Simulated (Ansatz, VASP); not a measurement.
C: VASP beside Ansatz

Contents of INCAR:

```
PREC = Accurate
ENCUT = 520
EDIFF = 1E-7
ISMEAR = 0
SIGMA = 0.05
LREAL = Auto
LASPH = True
NELM = 80
ALGO = Normal
ISIF = 2
LWAVE = False
LCHARG = False
GGA = PE
NBANDS = 46
```

Contents of KPOINTS:

```
Automatic mesh
0
Gamma
  10 10 2
```

Contents of POSCAR:

```
C
1.0
   -2.5180184914      0.0000000000      0.0000000000
   -1.2590092457     -2.1806679808      0.0000000000
   -1.0072073966      0.0000000000     16.6091763648
C
16
Direct
   -0.2685936328      0.0000000000      0.6714840821
   -0.0685936328      0.0000000000      0.1714840821
   -0.3685936328      1.0000000000      0.9214840821
   -0.1685936328      1.0000000000      0.4214840821
   -0.3314063672      0.0000000000      0.8285159179
   -0.1314063672      0.0000000000      0.3285159179
   -0.0314063672      1.0000000000      0.0785159179
   -0.2314063672      1.0000000000      0.5785159179
    0.0522276208      0.3333333333      0.7027642813
    0.2522276208      0.3333333333      0.2027642813
    0.2855609541      0.6666666667      0.9527642813
    0.4855609541      0.6666666667      0.4527642813
    0.0144390459      0.3333333333      0.7972357187
    0.2144390459      0.3333333333      0.2972357187
    0.6477723792      0.6666666667      0.0472357187
    0.4477723792      0.6666666667      0.5472357187
```

Input for Ansatz:

```yaml
crystal:
  lattice:
    - [-2.5180184914, 0.0, 0.0]
    - [-1.2590092457, -2.1806679808, 0.0]
    - [-1.0072073966, 0.0, 16.6091763648]
  atoms:
    - { symbol: C, position: [-0.2685936328, 0.0, 0.6714840821] }
    - { symbol: C, position: [-0.0685936328, 0.0, 0.1714840821] }
    - { symbol: C, position: [-0.3685936328, 1.0, 0.9214840821] }
    - { symbol: C, position: [-0.1685936328, 1.0, 0.4214840821] }
    - { symbol: C, position: [-0.3314063672, 0.0, 0.8285159179] }
    - { symbol: C, position: [-0.1314063672, 0.0, 0.3285159179] }
    - { symbol: C, position: [-0.0314063672, 1.0, 0.0785159179] }
    - { symbol: C, position: [-0.2314063672, 1.0, 0.5785159179] }
    - { symbol: C, position: [0.0522276208, 0.3333333333, 0.7027642813] }
    - { symbol: C, position: [0.2522276208, 0.3333333333, 0.2027642813] }
    - { symbol: C, position: [0.2855609541, 0.6666666667, 0.9527642813] }
    - { symbol: C, position: [0.4855609541, 0.6666666667, 0.4527642813] }
    - { symbol: C, position: [0.0144390459, 0.3333333333, 0.7972357187] }
    - { symbol: C, position: [0.2144390459, 0.3333333333, 0.2972357187] }
    - { symbol: C, position: [0.6477723792, 0.6666666667, 0.0472357187] }
    - { symbol: C, position: [0.4477723792, 0.6666666667, 0.5472357187] }
basis:
  ecutwfc: 420
kpoints:
  mp_grid: { grid: [10, 10, 2] }
hamiltonian:
  xc: pbe
scf:
  occupations: { method: gaussian, width: 0.05 }
output:
  forces: true
  stress: true
  eigenvalues: true
```

Alike in both runs: task single point; functional PBE; k mesh 10 × 10 × 2; occupations gaussian, width 0.05 eV; no spin polarisation.

|  | VASP | Ansatz |
| --- | --- | --- |
| version | VASP 6.6.1 | Ansatz 0.2.0 |
| potentials or method | VASP PAW PBE potentials, release 64 (C), cutoff 520 eV | scalar-relativistic, plane waves, PAW |
| valence electrons in the cell | 64 | 64 |

```tsv
	VASP	Ansatz	Ansatz less VASP
gap on the k mesh at the Fermi level (eV)	1.05	1.05	0.000
least direct gap on the mesh (eV)	2.63	2.63	+0.002
pressure (GPa)	2.3	1.7	-0.63
traceless stress, the component that is largest in VASP (GPa)	17.89	17.89	-0.002
rms of the force components (eV/Å)	0.998	1.001	+0.0033
```

Atom by atom the forces differ by 0.006 eV/Å (rms over components).
